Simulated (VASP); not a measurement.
# Ag (Pm-3m) in VASP: further runs

The runs below take Ag through single point, with PBEsol.

All numbers are computed with VASP 6.6.1; they aren't measurements. Logs are shortened: lines on timing, memory, paths and dates and some standing lists are left out, and cuts for length are marked.

### Step 1. The cell of the first run

The structure is cubic, space group Pm-3m (No. 221). The conventional cell has a = 2.686 Å, b = 2.686 Å, c = 2.686 Å, α = 90.00°, β = 90.00°, γ = 90.00°. Ag (site symmetry m-3m) has 6 Ag at 2.69 Å within 3.5 Å.

### Step 2. Single point, PBEsol

The input, INCAR:

```
ALGO     = Normal         # electronic algorithm
EDIFF    = 1E-6           # SCF threshold, eV
ENCUT    = 520            # plane-wave cutoff, eV
GGA      = PS             # functional
ISIF     = 2              # what is computed and relaxed
ISMEAR   = -1             # smearing method
LASPH    = True           # aspherical terms in the spheres
LCHARG   = False          # write CHGCAR
LREAL    = False          # projectors in reciprocal space
LWAVE    = False          # write WAVECAR
NBANDS   = 12             # bands
NELM     = 60             # most SCF steps
PREC     = Accurate       # precision mode
SIGMA    = 0.1            # smearing width, eV
```

The input, KPOINTS:

```
k-points
0
Gamma
  13 13 13
```

The input, POSCAR:

```
Ag
1.0
    2.6855611756      0.0000000000      0.0000000000
    0.0000000000      2.6855611756      0.0000000000
    0.0000000000      0.0000000000      2.6855611756
Ag
1
Direct
    0.0000000000      0.0000000000      0.0000000000
```

Potentials or basis: VASP PAW PBE potentials, release 64 (Ag).

Launch:

```console
> cat potpaw_PBE.64/Ag/POTCAR > POTCAR
> mpirun -np 1 vasp_std > vasp.out
```

OUTCAR:

```text
EDIFF = 1E-6
   ENCUT = 520
   GGA = PS
   ISIF = 2
   ISMEAR = -1
   LASPH = True
   LREAL = False
   NELM = 60
   PREC = Accurate

 ion  position               nearest neighbor table
   1  0.000  0.000  0.000-

  LATTYP: Found a simple cubic cell.
 ALAT       =     2.6855611756

  Lattice vectors:

 A1 = (   2.6855611756,   0.0000000000,   0.0000000000)
 A2 = (   0.0000000000,   2.6855611756,   0.0000000000)
 A3 = (   0.0000000000,   0.0000000000,   2.6855611756)

Analysis of symmetry for initial positions (statically):
=====================================================================
 Subroutine PRICEL returns:
 Original cell was already a primitive cell.

 Routine SETGRP: Setting up the symmetry group for a
 simple cubic supercell.

 Subroutine GETGRP returns: Found 48 space group operations
[... 9 lines left out ...]

 Routine SETGRP: Setting up the symmetry group for a
 simple cubic supercell.

 Subroutine GETGRP returns: Found 48 space group operations
[... 11 lines left out ...]
                                     Primitive cell

  volume of cell :      19.3689

  direct lattice vectors                    reciprocal lattice vectors
     2.685561176  0.000000000  0.000000000     0.372361654  0.000000000  0.000000000
     0.000000000  2.685561176  0.000000000     0.000000000  0.372361654  0.000000000
     0.000000000  0.000000000  2.685561176     0.000000000  0.000000000  0.372361654

  length of vectors
     2.685561176  2.685561176  2.685561176     0.372361654  0.372361654  0.372361654

  position of ions in fractional coordinates (direct lattice)
     0.000000000  0.000000000  0.000000000

  ion indices of the primitive-cell ions
   primitive index   ion index
                 1           1

----------------------------------------------------------------------------------------

 KPOINTS: k-points

Automatic generation of k-mesh.
 Grid dimensions read from file:
 generate k-points for:   13   13   13

 Generating k-lattice:

  Cartesian coordinates                     Fractional coordinates (reciprocal lattice)
     0.028643204  0.000000000  0.000000000     0.076923077  0.000000000  0.000000000
     0.000000000  0.028643204  0.000000000     0.000000000  0.076923077  0.000000000
     0.000000000  0.000000000  0.028643204     0.000000000  0.000000000  0.076923077

  Length of vectors
     0.028643204  0.028643204  0.028643204

  Shift w.r.t. Gamma in fractional coordinates (k-lattice)
     0.000000000  0.000000000  0.000000000

 Subroutine IBZKPT returns following result:
 ===========================================

 Found     84 irreducible k-points:

 Following reciprocal coordinates:
            Coordinates               Weight
  0.000000  0.000000  0.000000      1.000000
  0.076923  0.000000  0.000000      6.000000
  0.153846  0.000000  0.000000      6.000000
  0.230769  0.000000  0.000000      6.000000
  0.307692  0.000000  0.000000      6.000000
  0.384615  0.000000  0.000000      6.000000
[... 16 lines left out ...]
  0.307692  0.307692  0.000000     12.000000
  0.384615  0.307692  0.000000     24.000000
 [... further k-points ...]
   k-points           NKPTS =     84   k-points in BZ     NKDIM =     84   number of bands    NBANDS=     12
   number of dos      NEDOS =    301   number of ions     NIONS =      1
   total plane-waves  NPLWV =   8000
   dimension x,y,z NGX =    20 NGY =   20 NGZ =   20
   dimension x,y,z NGXF=    40 NGYF=   40 NGZF=   40
   ions per type =               1
   NGX,Y,Z   is equivalent  to a cutoff of  12.38, 12.38, 12.38 a.u.
   NGXF,Y,Z  is equivalent  to a cutoff of  24.76, 24.76, 24.76 a.u.
 SYSTEM =  unknown system
   PREC   = accura    normal or accurate (medium, high low for compatibility)
   ISTART =      0    job   : 0-new  1-cont  2-samecut
   ICHARG =      2    charge: 1-file 2-atom 10-const
   ISPIN  =      1    spin polarized calculation?
   LNONCOLLINEAR =      F non collinear calculations
   LSORBIT =      F    spin-orbit coupling
   LASPH  =      T    aspherical Exc in radial PAW
   ENCUT  =  520.0 eV  38.22 Ry    6.18 a.u.   4.99  4.99  4.99*2*pi/ulx,y,z
   NELM   =     60;   NELMIN=  2; NELMDL= -5     # of ELM steps
   EDIFF  = 0.1E-05   stopping-criterion for ELM
   LREAL  =      F    real-space projection
[... 7 lines left out ...]
   TEBEG  =    0.0;   TEEND  =   0.0 temperature during run
   PSTRESS=    0.0 pullay stress
   NELECT =      11.0000    total number of electrons
   NUPDOWN=      -1.0000    fix difference up-down
   EMIN   =  10.00;   EMAX   =-10.00  energy-range for DOS
   EFERMI =   0.00;   METHOD = LEGACY
   ISMEAR =    -1;   SIGMA  =   0.10  broadening in eV -4-tet -1-fermi 0-gaus
   EFERMI_NEDOS =   21; number of points for ismear=-14 and -15
   IALGO  =     38    algorithm
   IMIX   =      4    mixing-type and parameters
     AMIX     =   0.40;   BMIX     =  1.00
     AMIX_MAG =   1.60;   BMIX_MAG =  1.00
  volume/ion in A,a.u.               =      19.37       130.71
  Fermi-wavevector in a.u.,A,eV,Ry     =   1.355722  2.561943 25.007269  1.837982
  Thomas-Fermi vector in A             =   2.482786
   LORBIT       =      0    0 simple, 1 ext, 2 COOP (PROOUT), +10 PAW based schemes
   GGA     = PS    functional components
   LHFCALC =     F    Hartree Fock is set to
   AEXX    =    0.0000 exact exchange contribution
   IVDW    =     0    specifies the selected vdW correction
   LEPSILON=     F    determine dielectric tensor
   LRPA    =     F    only Hartree local field effects (RPA)
 non-spin polarized calculation
  energy-cutoff  :      520.00
  volume of cell :       19.37
 maximum number of plane-waves:       535
 NGX is ok and might be reduce to    20
   NGX =  9   NGY =  9   NGZ =  9

 number of electron      10.9999989 magnetization

 Free energy of the ion-electron system (eV)
  ---------------------------------------------------
  ext. energy  EPLUGINS =         0.00000000
  ---------------------------------------------------
  free energy    TOTEN  =        -2.91345179 eV

  energy without entropy =       -2.90318497  energy(sigma->0) =       -2.90831838

 E-fermi :   6.4867     XC(G=0): -11.5779

 val. band max:        6.4213752862   @ k =   0.4615   0.1538   0.0000
 cond. band min:       6.5294365228   @ k =   0.3846   0.3077   0.0769
 fundamental gap:      0.1080612366
 Fermi energy:         6.4866815717

 k-point     1 :       0.0000    0.0000    0.0000
  band No.  band energies     occupation
      1      -0.3156      2.00000
      2       0.4985      2.00000
      3       0.4985      2.00000
      4       3.7973      2.00000
      5       3.7973      2.00000
      6       3.7973      2.00000
      7      20.9180      0.00000
      8      20.9180      0.00000
      9      20.9180      0.00000
     10      26.3233      0.00000
     11      26.3233      0.00000
     12      26.7604      0.00000

 k-point     2 :       0.0769    0.0000    0.0000
  band No.  band energies     occupation
      1      -0.1797      2.00000
      2       0.5169      2.00000
      3       0.5963      2.00000
      4       3.7289      2.00000
      5       3.7289      2.00000
      6       3.8029      2.00000
      7      19.6390      0.00000
      8      21.1317      0.00000
      9      21.1317      0.00000
     10      26.1652      0.00000
     11      26.5367      0.00000
     12      28.0125      0.00000

 k-point     3 :       0.1538    0.0000    0.0000
  band No.  band energies     occupation
      1       0.1481      2.00000
      2       0.5684      2.00000
      3       0.9532      2.00000
      4       3.5442      2.00000
      5       3.5442      2.00000
      6       3.8184      2.00000
      7      17.3080      0.00000
      8      21.7468      0.00000
      9      21.7468      0.00000
     10      25.7331      0.00000
     11      26.5414      0.00000
     12      30.8682      0.00000

 k-point     4 :       0.2308    0.0000    0.0000
  band No.  band energies     occupation
      1       0.4847      2.00000
      2       0.6420      2.00000
      3       1.7012      2.00000
      4       3.2953      2.00000
      5       3.2953      2.00000
      6       3.8404      2.00000
      7      14.8896      0.00000
      8      22.6950      0.00000
      9      22.6950      0.00000
     10      25.1412      0.00000
     11      26.4723      0.00000
     12      33.8208      0.00000

 k-point     5 :       0.3077    0.0000    0.0000
  band No.  band energies     occupation
      1       0.7216      2.00000
      2       0.7669      2.00000
      3       2.8176      2.00000
      4       3.0439      2.00000
      5       3.0439      2.00000
      6       3.8639      2.00000
      7      12.5816      0.00000
      8      23.8791      0.00000
      9      23.8791      0.00000
     10      24.5381      0.00000
     11      26.3030      0.00000
     12      33.1537      0.00000
[... 228 lines left out ...]
      1       1.0401      2.00000
      2       1.5545      2.00000
      3       2.3468      2.00000
      4       2.9236      2.00000
      5       3.4250      2.00000
      6       5.5569      1.99982
      7      11.4245      0.00000
      8      18.4926      0.00000
      9      22.9796      0.00000
     10      26.1344      0.00000
     11      27.0512      0.00000
     12      31.1230      0.00000

 k-point    22 :       0.4615    0.2308    0.0000
  band No.  band energies     occupation
      1       1.0966      2.00000
      2       1.4802      2.00000
      3       2.4262      2.00000
      4       2.8188      2.00000
      5       3.4405      2.00000
      6       7.1893      0.00177
      7       9.4058      0.00000
      8      19.8133      0.00000
      9      21.3312      0.00000
     10      25.8950      0.00000
     11      28.4089      0.00000
     12      30.5591      0.00000

 k-point    23 :       0.3077    0.3077    0.0000
  band No.  band energies     occupation
      1       1.0496      2.00000
      2       1.4019      2.00000
      3       2.7181      2.00000
      4       3.1255      2.00000
      5       3.1898      2.00000
      6       5.0474      2.00000
      7      13.5146      0.00000
      8      16.0672      0.00000
      9      22.8991      0.00000
     10      26.6423      0.00000
     11      26.8791      0.00000
     12      30.5454      0.00000

 k-point    24 :       0.3846    0.3077    0.0000
  band No.  band energies     occupation
      1       1.1251      2.00000
      2       1.1843      2.00000
      3       2.9664      2.00000
      4       3.1051      2.00000
      5       3.1933      2.00000
      6       6.3471      1.60288
      7      11.8995      0.00000
      8      16.5732      0.00000
      9      21.0629      0.00000
     10      26.7209      0.00000
     11      28.1899      0.00000
     12      29.9797      0.00000

 [... further k-points ...]

------------------------ aborting loop because EDIFF is reached ----------------------------------------

  FORCE on cell =-STRESS in cart. coord.  units (eV):
  Direction    XX          YY          ZZ          XY          YZ          ZX
  --------------------------------------------------------------------------------------
  -------------------------------------------------------------------------------------
  Total       -0.0245781     -0.0245781     -0.0245781     -0.0000000      0.0000000     -0.0000000
  in kB       -2.0330797     -2.0330797     -2.0330797     -0.0000000      0.0000000     -0.0000000
  external PRESSURE =      -2.0330797 kB  Pullay stress =       0.0000000 kB

 VOLUME and BASIS-vectors are now :
 -----------------------------------------------------------------------------
  energy-cutoff  :      520.00
  volume of cell :       19.37
      direct lattice vectors                 reciprocal lattice vectors
     2.685561176  0.000000000  0.000000000     0.372361654  0.000000000  0.000000000
     0.000000000  2.685561176  0.000000000     0.000000000  0.372361654  0.000000000
     0.000000000  0.000000000  2.685561176     0.000000000  0.000000000  0.372361654

 POSITION                                       TOTAL-FORCE (eV/Angst)
 -----------------------------------------------------------------------------------
      0.00000      0.00000      0.00000         0.000000      0.000000      0.000000
 -----------------------------------------------------------------------------------
    total drift:                                0.000000      0.000000      0.000000

  FREE ENERGIE OF THE ION-ELECTRON SYSTEM (eV)
  ---------------------------------------------------
  free  energy   TOTEN  =        -2.9134517898 eV

  energy  without entropy=       -2.9031849680  energy(sigma->0) =       -2.90831838
```

Run time: 5.1 s. Hardware: 1 thread of Intel Xeon 6975P-C (Granite Rapids), shared host; peak memory 0.13 GiB.

What came out:

* Free energy: -2.9135 eV
* Pressure: -0.2 GPa

Caveat: the PAW data sets were made with another functional, which shifts forces and pressure a little.

### Step 3. Single point, PBEsol (volume scaled by 1.04)

The input, INCAR:

```
SYSTEM = Ag
PREC = Accurate ; ENCUT = 520
EDIFF = 1E-6 ; ISMEAR = -1
SIGMA = 0.1 ; LREAL = .FALSE.
LASPH = .TRUE. ; NELM = 100
ALGO = Normal ; ISIF = 2
LWAVE = .FALSE. ; LCHARG = .FALSE.
GGA = PS ; NBANDS = 12
```

The input, KPOINTS:

```
Automatic mesh
0
G
  13 13 13
  0 0 0
```

The input, POSCAR:

```
Ag
1.0
    2.7209015595      0.0000000000      0.0000000000
    0.0000000000      2.7209015595      0.0000000000
    0.0000000000      0.0000000000      2.7209015595
Ag
1
Direct
    0.0000000000      0.0000000000      0.0000000000
```

Potentials or basis: VASP PAW PBE potentials, release 64 (Ag).

Launch:

```console
> cat potpaw_PBE.64/Ag/POTCAR > POTCAR
> mpirun -np 1 vasp_std > vasp.out
```

It took 4.8 s on 1 thread of Intel Xeon 6975P-C (Granite Rapids), shared host; peak memory 0.13 GiB.

Results (log left out):

```
Free energy : -2.9052 eV
Pressure    : -3.3 GPa
```

Levels at points of the mesh, in eV from the Fermi level:
```tsv
k point	band 3	band 4	band 5	band 6	band 7	band 8	band 9	band 10
(0.00, 0.00, 0.00)	-5.79	-2.70	-2.70	-2.70	14.13	14.13	14.13	19.34
```

Caveat: the PAW data sets were made with another functional, which shifts forces and pressure a little.

### Step 4. Single point, PBEsol (volume scaled by 1.08)

The input, INCAR:

```
ALGO     = Normal         # electronic algorithm
EDIFF    = 1E-6           # SCF threshold, eV
ENCUT    = 520            # plane-wave cutoff, eV
GGA      = PS             # functional
ISIF     = 2              # what is computed and relaxed
ISMEAR   = -1             # smearing method
LASPH    = T              # aspherical terms in the spheres
LCHARG   = T              # write CHGCAR
LELF     = T              # ELF
LREAL    = F              # projectors in reciprocal space
LVHAR    = T            
LWAVE    = F              # write WAVECAR
NBANDS   = 12             # bands
NELM     = 80             # most SCF steps
PREC     = Accurate       # precision mode
SIGMA    = 0.1            # smearing width, eV
```

The input, KPOINTS:

```
k-points
0
Gamma
  13 13 13
```

The input, POSCAR:

```
Ag
1.0
    2.7553470081      0.0000000000      0.0000000000
    0.0000000000      2.7553470081      0.0000000000
    0.0000000000      0.0000000000      2.7553470081
Ag
1
Direct
    0.0000000000      0.0000000000      0.0000000000
```

Launch:

```console
> cat potpaw_PBE.64/Ag/POTCAR > POTCAR
> mpirun -np 1 vasp_std > vasp.out
```

It took 5.3 s on 1 thread of Intel Xeon 6975P-C (Granite Rapids), shared host; peak memory 0.13 GiB.

It converged, with:

| Property | Result |
| --- | --- |
| Free energy | -2.8840 eV |
| Pressure | -5.6 GPa |

Levels at points of the mesh, in eV from the Fermi level:
| k point | band 2 | band 3 | band 4 | band 5 | band 6 | band 7 | band 8 | band 9 | band 10 | band 11 |
| --- | --- | --- | --- | --- | --- | --- | --- | --- | --- | --- |
| (0.00, 0.00, 0.00) | -5.62 | -5.62 | -2.72 | -2.72 | -2.72 | 13.85 | 13.85 | 13.85 | 18.88 | 18.88 |

Caveat: the PAW data sets were made with another functional, which shifts forces and pressure a little.

### Step 5. Summary

| cell | gap on the mesh (eV) | pressure (GPa) |
| --- | --- | --- |
| a = 2.686 Å, 1 atom | none | -0.2 |
| a = 2.721 Å, 1 atom | none | -3.3 |
| a = 2.755 Å, 1 atom | none | -5.6 |

Alike in all rows: task single point; level PBEsol; potentials or basis VASP PAW PBE potentials, release 64 (Ag); no spin polarisation; k mesh 13 × 13 × 13; cutoff (eV) 520; smearing fermi-dirac 0.1 eV.

Caveats: the PAW data sets were made with another functional, which shifts forces and pressure a little.

Absolute energies hang on the potentials; compare differences alone.
